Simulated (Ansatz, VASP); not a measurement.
Two plane-wave programs on SrTiO3

```
Sr Ti O
1.0
     3.77439    0.00000    0.00000
     0.00000    3.77439    0.00000
     0.00000    0.00000    3.89112
Sr Ti O
1 1 3
Direct
  0.00000 0.00000 0.00000
  0.50000 0.50000 0.50000
  0.00000 0.50000 0.50000
  0.50000 0.00000 0.50000
  0.50000 0.50000 0.00000
```

Change from the starting cell: strain -0.030 along x and y, +0.000 along z, atoms carried along.

Alike in both runs: task single point; functional PBEsol; k mesh 8 × 8 × 8; occupations gaussian, width 0.05 eV; no spin polarisation.

```csv
,VASP,Ansatz
version,VASP 6.6.1,Ansatz 0.2.0
potentials or method,"VASP PAW PBE potentials, release 64 (Sr_sv, Ti_sv, O), cutoff 520 eV","scalar-relativistic, plane waves, PAW"
valence electrons in the cell,40,40
```

Ansatz gave:

| Quantity | Value |
| --- | --- |
| gap on the k mesh at the Fermi level (eV) | 1.88 |
| least direct gap on the mesh (eV) | 2.21 |
| pressure (GPa) | 13.3 |
| traceless stress, the component that is largest in VASP (GPa) | -6.29 |

Question: Estimate VASP's values.

Answer: gap on the k mesh at the Fermi level (eV): 1.84; least direct gap on the mesh (eV): 2.19; pressure (GPa): 14.1; traceless stress, the component that is largest in VASP (GPa): -6.37.

VASP's potentials were made for PBE, not for PBEsol.
